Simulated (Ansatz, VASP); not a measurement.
# KCl: VASP beside Ansatz

The input POSCAR:

```
KCl
1.0
    0.0000000000      3.1448483099      3.1448483099
    3.1448483099      0.0000000000      3.1448483099
    3.1448483099      3.1448483099      0.0000000000
K Cl
1 1
Direct
    0.0000000000      0.0000000000      0.0000000000
    0.5000000000      0.5000000000      0.5000000000
```

File INCAR.step1:

```
ALGO = Normal
EDIFF = 1E-5
ENCUT = 520
GGA = PE
ISIF = 2
ISMEAR = 0
LASPH = True
LREAL = False
LWAVE = True
NBANDS = 15
NELM = 80
PREC = Accurate
SIGMA = 0.01
```

INCAR.step2

```
ALGO = Normal
EDIFF = 1E-6
ENCUT = 520
GGA = PE
HFSCREEN = 0.2079
ISIF = 2
ISMEAR = 0
ISTART = 1
LASPH = True
LCHARG = True
LELF = True
LHFCALC = True
LREAL = False
LVHAR = True
LWAVE = False
NBANDS = 15
NELM = 80
PREC = Accurate
PRECFOCK = Normal
SIGMA = 0.01
```

The input KPOINTS:

```
k-points
0
Gamma
  6 6 6
```

Input for Ansatz:

```yaml
crystal:
  lattice:
    - [0.0, 3.1448483099, 3.1448483099]
    - [3.1448483099, 0.0, 3.1448483099]
    - [3.1448483099, 3.1448483099, 0.0]
  atoms:
    - { symbol: K, position: [0.0, 0.0, 0.0] }
    - { symbol: Cl, position: [0.5, 0.5, 0.5] }
kpoints:
  mp_grid: { grid: [6, 6, 6] }
  band_path:
    path:
      - [0.0, 0.0, 0.0]
      - [0.5, 0.0, 0.5]
      - [0.625, 0.25, 0.625]
      - [0.375, 0.375, 0.75]
      - [0.5, 0.5, 0.5]
      - [0.5, 0.25, 0.75]
    npoints: 1
hamiltonian:
  xc: hse06
scf:
  occupations: { method: fixed }
  n_extra_bands: 4
output:
  forces: true
  stress: true
  eigenvalues: true
```

Alike in both runs: task single point; functional HSE06; k mesh 6 × 6 × 6; no spin polarisation.

|  | VASP | Ansatz |
| --- | --- | --- |
| version | VASP 6.6.1 | Ansatz 0.2.0 |
| potentials or method | VASP PAW PBE potentials, release 64 (K_sv, Cl) | plane waves, PAW |
| plane-wave cutoff (eV) | 520 | 420 |
| occupations | gaussian, width 0.01 eV | fixed |
| valence electrons in the cell | 16 | 16 |

Ansatz gave:

```
gap on the k mesh at the Fermi level (eV) : 6.51
pressure (GPa)                            : 0.5
```

Q: Which values does VASP return?

A: gap on the k mesh at the Fermi level (eV): 6.50; pressure (GPa): 0.5.

Ansatz's warnings: stress exchange threshold loose, stress scf threshold loose.
